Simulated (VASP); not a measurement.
The system is SiC.

```
Si C
1.0
     3.07536    0.00000    0.00000
    -1.53768    2.66334    0.00000
     0.00000    0.00000    4.89666
Si C
2 2
Direct
  0.33333 0.66667 0.99779
  0.66667 0.33333 0.49779
  0.33333 0.66667 0.37721
  0.66667 0.33333 0.87721
```

This cell differs from its parent crystal: uniaxial z strain -3.0%.

Base run:

```yaml
Program: VASP 6.6.1
Functional: PBE
Potentials_or_basis: VASP PAW PBE potentials, release 64 (Si, C)
Cutoff: 520 eV
k_mesh: 12 × 12 × 6
Occupations: fermi-dirac, width 0.02 eV
Spin: no spin polarisation
```

Its results: band gap on the k mesh 2.27 eV, indirect (least direct gap 3.78 eV); pressure 10.7 GPa.

Task: The run is repeated on the same cell with these changes: functional from PBE to r2SCAN; occupations from fermi-dirac, width 0.02 eV to gaussian, width 0.01 eV. What comes out?

Result: Band gap on the k mesh 2.67 eV, indirect (least direct gap 4.29 eV); pressure 7.1 GPa.

Caveats: the PAW data sets were made with another functional, which shifts forces and pressure a little (some runs).

A k mesh can miss the band edges.
